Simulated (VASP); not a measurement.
# SiO2 (P4_32_12) in VASP: further runs, part 3 of 3

VASP 6.6.1.

## Step 5: Electric field gradients, r2SCAN

The input, POSCAR:

```
SiO2
1.0
    4.9329000000      0.0000000000      0.0000000000
    0.0000000000      4.9329000000      0.0000000000
    0.0000000000      0.0000000000      6.4645000000
Si O
4 8
Direct
    0.8168964574      0.8168964574      0.5000000000
    0.6831035426      0.3168964574      0.2500000000
    0.1831035426      0.1831035426      0.0000000000
    0.3168964574      0.6831035426      0.7500000000
    0.2692598391      0.3636642059      0.7999873828
    0.1363357941      0.7692598391      0.5499873828
    0.7307401609      0.6363357941      0.2999873828
    0.8636642059      0.2307401609      0.0499873828
    0.7692598391      0.1363357941      0.4500126172
    0.6363357941      0.7307401609      0.7000126172
    0.2307401609      0.8636642059      0.9500126172
    0.3636642059      0.2692598391      0.2000126172
```

The input, INCAR.step1:

```
PREC = Accurate ; ENCUT = 520
ISMEAR = -1 ; SIGMA = 0.02
LREAL = F ; LASPH = T
NELM = 100 ; NBANDS = 44
GGA = PE ; ALGO = Normal
EDIFF = 1E-4 ; LWAVE = T
LCHARG = F
```

The input, INCAR.step2:

```
PREC = Accurate ; ENCUT = 520
EDIFF = 1E-8 ; ISMEAR = -1
SIGMA = 0.02 ; LREAL = F
LASPH = T ; NELM = 100
ALGO = Normal ; ISIF = 2
LWAVE = F ; LCHARG = F
METAGGA = R2SCAN ; LMIXTAU = T
LEFG = T ; NBANDS = 44
ISTART = 1
```

The input, KPOINTS:

```
regular mesh
0
Gamma
  4 4 3
```

Potentials or basis: VASP PAW PBE potentials, release 64 (Si, O).

Started as:

```
cat potpaw_PBE.64/Si/POTCAR potpaw_PBE.64/O/POTCAR > POTCAR
cp INCAR.step1 INCAR
mpirun -np 1 vasp_std > vasp.out
cp INCAR.step2 INCAR
mpirun -np 1 vasp_std > vasp.out
```

OUTCAR:

```text
PREC = Accurate
   ENCUT = 520
   EDIFF = 1E-8
   ISMEAR = -1
   LREAL = F
   LASPH = T
   NELM = 100
   ISIF = 2
   METAGGA = R2SCAN
   ISTART = 1

 ion  position               nearest neighbor table
   1  0.817  0.817  0.500-   6 1.63   9 1.63   7 1.63  10 1.63   2 3.02   4 3.02   2 3.02   4 3.02

   2  0.683  0.317  0.250-   7 1.63  12 1.63   9 1.63   8 1.63   1 3.02   3 3.02   1 3.02   3 3.02

   3  0.183  0.183  0.000-   8 1.63  11 1.63   5 1.63  12 1.63   2 3.02   4 3.02   4 3.02   2 3.02

   4  0.317  0.683  0.750-   5 1.63  10 1.63   6 1.63  11 1.63   1 3.02   3 3.02   3 3.02   1 3.02

   5  0.269  0.364  0.800-   4 1.63   3 1.63
   6  0.136  0.769  0.550-   1 1.63   4 1.63
   7  0.731  0.636  0.300-   2 1.63   1 1.63
   8  0.864  0.231  0.050-   3 1.63   2 1.63
   9  0.769  0.136  0.450-   1 1.63   2 1.63
  10  0.636  0.731  0.700-   4 1.63   1 1.63
  11  0.231  0.864  0.950-   3 1.63   4 1.63
  12  0.364  0.269  0.200-   2 1.63   3 1.63

  LATTYP: Found a simple tetragonal cell.
 ALAT       =     4.9329000000
 C/A-ratio  =     1.3104867319

  Lattice vectors:

 A1 = (   4.9329000000,   0.0000000000,   0.0000000000)
 A2 = (   0.0000000000,   4.9329000000,   0.0000000000)
 A3 = (   0.0000000000,   0.0000000000,   6.4645000000)

Analysis of symmetry for initial positions (statically):
=====================================================================
 Subroutine PRICEL returns:
 Original cell was already a primitive cell.

 Routine SETGRP: Setting up the symmetry group for a
 simple tetragonal supercell.

 Subroutine GETGRP returns: Found  8 space group operations
 (whereof  2 operations were pure point group operations)
 out of a pool of 16 trial point group operations.

The static configuration has the point symmetry C_2 .
 The point group associated with its full space group is D_4 .

Analysis of symmetry for dynamics (positions and initial velocities):
=====================================================================
 Subroutine PRICEL returns:
 Original cell was already a primitive cell.

 Routine SETGRP: Setting up the symmetry group for a
 simple tetragonal supercell.

 Subroutine GETGRP returns: Found  8 space group operations
 (whereof  2 operations were pure point group operations)
 out of a pool of 16 trial point group operations.

The dynamic configuration has the point symmetry C_2 .
 The point group associated with its full space group is D_4 .

 Subroutine INISYM returns: Found  8 space group operations
 (whereof  2 operations are pure point group operations),
 and found     1 'primitive' translations

----------------------------------------------------------------------------------------

                                     Primitive cell

  volume of cell :     157.3039

  direct lattice vectors                    reciprocal lattice vectors
     4.932900000  0.000000000  0.000000000     0.202720509  0.000000000  0.000000000
     0.000000000  4.932900000  0.000000000     0.000000000  0.202720509  0.000000000
[... 147 lines left out ...]
 k-point     1 :       0.0000    0.0000    0.0000
  band No.  band energies     occupation
      1     -20.0798      2.00000
      2     -19.1087      2.00000
      3     -19.1087      2.00000
      4     -17.9983      2.00000
      5     -17.9983      2.00000
      6     -17.9967      2.00000
[... 553 lines left out ...]
     43      12.1967      0.00000
     44      12.1967      0.00000

------------------------ aborting loop because EDIFF is reached ----------------------------------------

  FORCE on cell =-STRESS in cart. coord.  units (eV):
  Direction    XX          YY          ZZ          XY          YZ          ZX
  --------------------------------------------------------------------------------------
  -------------------------------------------------------------------------------------
  Total       -3.0611278     -3.0611278     -0.8189674      0.0000000      0.0000000      0.0000000
  in kB      -31.1783037    -31.1783037     -8.3413743      0.0000000      0.0000000      0.0000000
  external PRESSURE =     -23.5659939 kB  Pullay stress =       0.0000000 kB

 VOLUME and BASIS-vectors are now :
 -----------------------------------------------------------------------------
  energy-cutoff  :      520.00
  volume of cell :      157.30
      direct lattice vectors                 reciprocal lattice vectors
     4.932900000  0.000000000  0.000000000     0.202720509  0.000000000  0.000000000
     0.000000000  4.932900000  0.000000000     0.000000000  0.202720509  0.000000000
     0.000000000  0.000000000  6.464500000     0.000000000  0.000000000  0.154691005

 POSITION                                       TOTAL-FORCE (eV/Angst)
 -----------------------------------------------------------------------------------
      4.02967      4.02967      3.23225         0.044653      0.044653      0.000000
      3.36968      1.56322      1.61613        -0.044653      0.044653      0.000000
      0.90323      0.90323      0.00000        -0.044653     -0.044653      0.000000
      1.56322      3.36968      4.84837         0.044653     -0.044653      0.000000
      1.32823      1.79392      5.17152        -0.056258      0.174818      0.282090
      0.67253      3.79468      3.55539        -0.174818     -0.056258      0.282090
      3.60467      3.13898      1.93927         0.056258     -0.174818      0.282090
      4.26037      1.13822      0.32314         0.174818      0.056258      0.282090
      3.79468      0.67253      2.90911        -0.056258     -0.174818     -0.282090
      3.13898      3.60467      4.52523        -0.174818      0.056258     -0.282090
      1.13822      4.26037      6.14136         0.056258      0.174818     -0.282090
      1.79392      1.32823      1.29298         0.174818     -0.056258     -0.282090
 -----------------------------------------------------------------------------------
    total drift:                                0.000000     -0.000000      0.000000

  FREE ENERGIE OF THE ION-ELECTRON SYSTEM (eV)
  ---------------------------------------------------
  free  energy   TOTEN  =      -118.9902841787 eV

  energy  without entropy=     -118.9902841787  energy(sigma->0) =     -118.99028418

 Electric field gradients (V/A^2)
---------------------------------------------------------------------
 ion       V_xx      V_yy      V_zz      V_xy      V_xz      V_yz
---------------------------------------------------------------------
   1      -2.590    -2.590     5.180    -0.065    -1.388     1.388
   2      -2.590    -2.590     5.180     0.065    -1.388    -1.388
   3      -2.590    -2.590     5.180    -0.065     1.388    -1.388
   4      -2.590    -2.590     5.180     0.065     1.388     1.388
   5     -49.472    49.611    -0.140    23.604   -19.557   -47.509
   6      49.611   -49.472    -0.140   -23.604    47.509   -19.557
   7     -49.472    49.611    -0.140    23.604    19.557    47.509
   8      49.611   -49.472    -0.140   -23.604   -47.509    19.557
   9     -49.472    49.611    -0.140   -23.604    19.557   -47.509
  10      49.611   -49.472    -0.140    23.604   -47.509   -19.557
  11     -49.472    49.611    -0.140   -23.604   -19.557    47.509
  12      49.611   -49.472    -0.140    23.604    47.509    19.557
---------------------------------------------------------------------

 Electric field gradients after diagonalization (V/A^2)
 (convention: |V_zz| > |V_xx| > |V_yy|)
----------------------------------------------------------------------
 ion       V_xx      V_yy      V_zz     asymmetry (V_yy - V_xx)/ V_zz
----------------------------------------------------------------------
   1      -2.997    -2.654     5.651       0.061
   2      -2.997    -2.654     5.651       0.061
   3      -2.997    -2.654     5.651       0.061
   4      -2.997    -2.654     5.651       0.061
   5     -56.988   -28.211    85.198       0.338
   6     -56.988   -28.211    85.198       0.338
   7     -56.988   -28.211    85.198       0.338
   8     -56.988   -28.211    85.198       0.338
   9     -56.988   -28.211    85.198       0.338
  10     -56.988   -28.211    85.198       0.338
  11     -56.988   -28.211    85.198       0.338
  12     -56.988   -28.211    85.198       0.338
----------------------------------------------------------------------

           NMR quadrupolar parameters

 Cq : quadrupolar parameter    Cq=e*Q*V_zz/h
 eta: asymmetry parameters     (V_yy - V_xx)/ V_zz
 Q  : nuclear electric quadrupole moment in mb (millibarn)
----------------------------------------------------------------------
 ion       Cq(MHz)       eta       Q (mb)
----------------------------------------------------------------------
   1       0.014       0.061       1.000
   2       0.014       0.061       1.000
   3       0.014       0.061       1.000
   4       0.014       0.061       1.000
   5       0.206       0.338       1.000
   6       0.206       0.338       1.000
   7       0.206       0.338       1.000
   8       0.206       0.338       1.000
   9       0.206       0.338       1.000
  10       0.206       0.338       1.000
  11       0.206       0.338       1.000
  12       0.206       0.338       1.000
----------------------------------------------------------------------
```

Wall time 3 min (1 thread of Intel Xeon 6975P-C (Granite Rapids), shared host); peak memory 0.3 GiB.

What came out:

- Free energy: -118.9903 eV
- Pressure: -2.4 GPa
- Largest force: 0.337 eV/Å
- Band gap on the k mesh: 6.33 eV, direct

Forces in eV/Å, atoms in the order of the input:
```
Si   0.045  0.045  0.000
Si  -0.045  0.045  0.000
Si  -0.045 -0.045  0.000
Si   0.045 -0.045  0.000
O   -0.056  0.175  0.282
O   -0.175 -0.056  0.282
O    0.056 -0.175  0.282
O    0.175  0.056  0.282
O   -0.056 -0.175 -0.282
O   -0.175  0.056 -0.282
O    0.056  0.175 -0.282
O    0.175 -0.056 -0.282
```

Levels at points of the mesh, in eV from the valence-band top:
| k point | band 29 | band 30 | band 31 | band 32 | band 33 | band 34 | band 35 | band 36 |
| --- | --- | --- | --- | --- | --- | --- | --- | --- |
| (0.00, 0.00, 0.00) | -0.88 | -0.51 | -0.51 | 0.00 | 6.33 | 9.66 | 9.66 | 10.28 |
| (0.50, 0.00, 0.00) | -0.76 | -0.76 | -0.54 | -0.54 | 8.53 | 8.53 | 9.98 | 9.98 |
| (0.50, 0.50, 0.00) | -0.59 | -0.59 | -0.51 | -0.51 | 9.41 | 9.41 | 9.44 | 9.44 |

Electric field gradients, principal values (V/Å²):
| atom | least | middle | greatest (by size) |
| --- | --- | --- | --- |
| 1 Si | -2.654 | -2.997 | 5.651 |
| 2 Si | -2.654 | -2.997 | 5.651 |
| 3 Si | -2.654 | -2.997 | 5.651 |
| 4 Si | -2.654 | -2.997 | 5.651 |
| 5 O | -28.211 | -56.988 | 85.198 |
| 6 O | -28.211 | -56.988 | 85.198 |
| 7 O | -28.211 | -56.988 | 85.198 |
| 8 O | -28.211 | -56.988 | 85.198 |
| 9 O | -28.211 | -56.988 | 85.198 |
| 10 O | -28.211 | -56.988 | 85.198 |
| 11 O | -28.211 | -56.988 | 85.198 |
| 12 O | -28.211 | -56.988 | 85.198 |

Caveat: without QUAD_EFG the Cq values of the log hold for a quadrupole moment of 1 mb, not for the nuclei; the PAW data sets were made with another functional, which shifts forces and pressure a little. r2SCAN opens gaps a little over a GGA but as a rule still falls short of measured ones.
